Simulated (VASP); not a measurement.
Cd3Ir:

```xyz
4
Lattice="4.2167 0.0000 0.0000 0.0000 4.2167 0.0000 0.0000 0.0000 4.2167" Properties=species:S:1:pos:R:3 pbc="T T T"
Cd    0.0000    2.1084    2.1084
Cd    2.1084    0.0000    2.1084
Cd    2.1084    2.1084    0.0000
Ir    0.0000    0.0000    0.0000
```

* Program: VASP 6.6.1
* Task: relaxation of cell and atoms
* Functional: PBEsol
* Dispersion: D3(BJ)
* Potentials or basis: VASP PAW PBE potentials, release 64 (Cd_sv_GW, Ir_sv_GW)
* Cutoff: 630 eV
* k mesh: 5 × 5 × 5
* Occupations: fermi-dirac, width 0.05 eV
* Spin: no spin polarisation

At the start: pressure -11.9 GPa; volume 18.74 Å³/atom.

Problem. How do energy, volume and symmetry change on relaxing?

Solution. Over 4 steps the energy falls by 74.9 meV/atom and the volume is 16.91 Å³/atom (-9.8 %); space group Pm-3m (No. 221, to 0.1 Å) before and after.

Step by step:
| step | energy change (eV) | largest force (eV/Å) | pressure (GPa) | volume (Å³) |
| --- | --- | --- | --- | --- |
| 1 | 0.0000 | 0.0000 | -11.85 | 74.98 |
| 2 | 0.0863 | 0.0000 | 20.43 | 60.91 |
| 3 | -0.2994 | 0.0000 | -0.31 | 67.80 |
| 4 | -0.2996 | 0.0000 | -0.01 | 67.66 |

Final structure:
```
CELL_PARAMETERS angstrom
4.07480 0.00000 0.00000
0.00000 4.07480 0.00000
0.00000 0.00000 4.07480
ATOMIC_POSITIONS crystal
Cd 0.00000 0.50000 0.50000
Cd 0.50000 0.00000 0.50000
Cd 0.50000 0.50000 0.00000
Ir 0.00000 0.00000 0.00000
```

Caveat: the PAW data sets were made with another functional, which shifts forces and pressure a little.
